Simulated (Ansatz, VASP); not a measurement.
**Two plane-wave programs on Ge**

File POSCAR:

```
Ge
1.0
    1.3971490000     -2.6005160000      0.0000000000
    1.3971490000      2.6005160000      0.0000000000
    0.0000000000      0.0000000000      2.6982310000
Ge
1
Direct
    0.5000000000      0.5000000000      0.0000000000
```

Contents of INCAR.step1:

```
ALGO     = Normal         # electronic algorithm
EDIFF    = 1E-4           # SCF threshold, eV
ENCUT    = 600            # plane-wave cutoff, eV
GGA      = PE             # functional
ISMEAR   = 1              # smearing method
LASPH    = T              # aspherical terms in the spheres
LCHARG   = F              # write CHGCAR
LREAL    = F              # projectors in reciprocal space
LWAVE    = T              # write WAVECAR
NELM     = 60             # most SCF steps
PREC     = Accurate       # precision mode
SIGMA    = 0.1            # smearing width, eV
```

INCAR.step2

```
ALGO     = Normal         # electronic algorithm
EDIFF    = 1E-6           # SCF threshold, eV
EDIFFG   = -0.01          # ionic threshold
ENCUT    = 600            # plane-wave cutoff, eV
IBRION   = 2              # ionic algorithm
ISIF     = 3              # what is computed and relaxed
ISMEAR   = 1              # smearing method
ISTART   = 1            
LASPH    = T              # aspherical terms in the spheres
LCHARG   = F              # write CHGCAR
LMIXTAU  = T            
LREAL    = F              # projectors in reciprocal space
LWAVE    = F              # write WAVECAR
METAGGA  = R2SCAN         # meta-GGA
NELM     = 60             # most SCF steps
NSW      = 100            # ionic steps
PREC     = Accurate       # precision mode
SIGMA    = 0.1            # smearing width, eV
```

File KPOINTS:

```
k-points
0
Gamma
  13 13 12
```

Input for Ansatz:

```yaml
crystal:
  lattice:
    - [1.397149, -2.600516, 0.0]
    - [1.397149, 2.600516, 0.0]
    - [0.0, 0.0, 2.698231]
  atoms:
    - { symbol: Ge, position: [0.5, 0.5, 0.0] }
basis:
  ecutwfc: 530.0
kpoints:
  mp_grid:
    grid: [13, 13, 12]
hamiltonian:
  xc: r2scan
  pseudopotentials:
    kind: paw
scf:
  occupations:
    method: cold
    width: 0.1
relax:
  f_tol: 0.01
  max_steps: 100
  cell: {}
```

Alike in both runs: task relaxation of cell and atoms; functional r2SCAN; k mesh 13 × 13 × 12; no spin polarisation.

```csv
,VASP,Ansatz
version,VASP 6.6.1,Ansatz 0.2.0
potentials or method,"VASP PAW PBE potentials, release 64 (Ge_d), cutoff 600 eV","plane waves, PAW"
occupations,"methfessel-paxton of order 1, width 0.1 eV","cold, width 0.1 eV"
valence electrons in the cell,14,14
```

```tsv
	VASP	Ansatz	Ansatz less VASP
relaxed volume (Å³/atom)	18.65	18.70	+0.054
relaxed cell length with the largest relative difference (Å)	2.869	2.888	+0.0184
```

VASP's potentials were made for PBE, not for r2SCAN.
